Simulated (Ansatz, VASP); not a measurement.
# Two plane-wave programs on C

```
C
1.0
     1.24271    0.71748    3.38883
    -1.24271    0.71748    3.38883
     0.00000   -1.43496    3.38883
C
2
Cartesian
  0.0000 0.0000 1.6745
  0.0000 0.0000 8.4920
```

Change from the starting cell: mode 4 frozen in at -0.019 Å, equal normal strain along x, y and z +0.0083.

Alike in both runs: task single point; functional PBE; dispersion D3(BJ); k mesh 15 × 15 × 15; occupations gaussian, width 0.05 eV; no spin polarisation.

|  | VASP | Ansatz |
| --- | --- | --- |
| version | VASP 6.6.1 | Ansatz 0.2.0 |
| potentials or method | VASP PAW PBE potentials, release 64 (C), cutoff 520 eV | scalar-relativistic, plane waves, PAW |
| valence electrons in the cell | 8 | 8 |

VASP gave:

* gap on the k mesh at the Fermi level (eV): 0.69
* least direct gap on the mesh (eV): 0.69
* pressure (GPa): -6.6
* traceless stress, the component that is largest in VASP (GPa): 5.99
* rms of the force components (eV/Å): 0.368

Q: What did Ansatz give for the same quantities?

A: gap on the k mesh at the Fermi level (eV): 0.68; least direct gap on the mesh (eV): 0.68; pressure (GPa): -7.0; traceless stress, the component that is largest in VASP (GPa): 6.50; rms of the force components (eV/Å): 0.369.

Atom by atom the forces differ by 0.002 eV/Å (rms over components).
